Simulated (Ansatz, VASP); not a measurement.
# Two plane-wave programs on ZnS

```xyz
8
Lattice="3.7419 0.0000 0.0000 -1.8709 3.2405 0.0000 0.0000 0.0000 12.2587" Properties=species:S:1:pos:R:3 pbc="T T T"
Zn    0.0000    0.0000    0.0023
Zn    0.0000    0.0000    6.1317
Zn    0.0000    2.1604    3.0654
Zn    1.8709    1.0802    9.1947
S     0.0000    0.0000    2.2947
S     0.0000    0.0000    8.4240
S     0.0000    2.1604    5.3639
S     1.8709    1.0802   11.4932
```

Alike in both runs: task single point; functional LDA; k mesh 6 × 6 × 2; occupations gaussian, width 0.05 eV; no spin polarisation.

|  | VASP | Ansatz |
| --- | --- | --- |
| version | VASP 6.6.1 | Ansatz 0.2.0 |
| potentials or method | VASP PAW LDA potentials, release 64 (Zn, S), cutoff 520 eV | scalar-relativistic, plane waves, PAW |
| valence electrons in the cell | 72 | 72 |

Ansatz gave:

```
gap on the k mesh at the Fermi level (eV) : 2.16
least direct gap on the mesh (eV)         : 2.16
pressure (GPa)                            : 0.0
```

Task: Which values does VASP return?

Result: gap on the k mesh at the Fermi level (eV): 2.19; least direct gap on the mesh (eV): 2.19; pressure (GPa): 0.3.

LDA's correlation is that of Perdew and Zunger in VASP and of Perdew and Wang (1992) in Ansatz.
